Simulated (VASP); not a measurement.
A run of VASP 6.6.1 is set up as follows.

Contents of INCAR:

```
ALGO     = Normal         # electronic algorithm
EDIFF    = 1E-6           # SCF threshold, eV
ENCUT    = 600            # plane-wave cutoff, eV
GGA      = CA             # functional
GGA_COMPAT= F            
ISIF     = 2              # what is computed and relaxed
ISMEAR   = -1             # smearing method
ISPIN    = 2              # spin polarisation
LASPH    = T              # aspherical terms in the spheres
LCHARG   = T              # write CHGCAR
LDAU     = T              # DFT+U
LDAUJ    = 0 0 0        
LDAUL    = -1 2 -1        # shell
LDAUPRINT= 1            
LDAUTYPE = 2            
LDAUU    = 0 4.5 0        # U, eV
LELF     = T              # ELF
LMAXMIX  = 4              # l up to which the mixer works
LORBIT   = 11             # projections on sites
LREAL    = F              # projectors in reciprocal space
LVHAR    = T            
LWAVE    = F              # write WAVECAR
MAGMOM   = 0 4 0 0 0      # initial moments
NBANDS   = 32             # bands
NELM     = 200            # most SCF steps
PREC     = Accurate       # precision mode
SIGMA    = 0.1            # smearing width, eV
```

KPOINTS

```
k-points
0
Gamma
  5 5 5
```

The input POSCAR:

```
BaMnO3
1.0
    4.0333100000      0.0000000000      0.0000000000
    0.0000000000      4.0333100000      0.0000000000
    0.0000000000      0.0000000000      4.0333100000
Ba Mn O
1 1 3
Direct
    0.5000000000      0.5000000000      0.5000000000
    0.0000000000      0.0000000000      0.0000000000
    0.5000000000      0.0000000000      0.0000000000
    0.0000000000      0.0000000000      0.5000000000
    0.0000000000      0.5000000000      0.0000000000
```

Potentials or basis: VASP PAW LDA potentials, release 64 (Ba_sv, Mn_pv, O).

Launch:

```console
$ cat potpaw_LDA.64/Ba_sv/POTCAR potpaw_LDA.64/Mn_pv/POTCAR potpaw_LDA.64/O/POTCAR > POTCAR
$ mpirun -np 1 vasp_std > vasp.out
```

**Question.** Predict the pressure.

**Answer.** -10.8 GPa.

**Question.** Estimate the site moments.

**Answer.** Ba +0.01; Mn +3.66; O -0.20 μB.

**Question.** Estimate the net moment.

**Answer.** 3.10 μB per cell.

Eigenvalues of the final occupation matrices:
```csv
site,spin,trace,eigenvalues
site 2 d,1,4.23,0.68 0.68 0.96 0.96 0.96
site 2 d,2,0.59,0.07 0.07 0.07 0.19 0.19
```

Caveat: the cell stands under tension; spin-orbit coupling is left out, which moves the levels of the heavy elements; a cell with one magnetic atom can't hold antiferromagnetic order, which such compounds often take. The state reached can hang on the start; a lower one may exist.
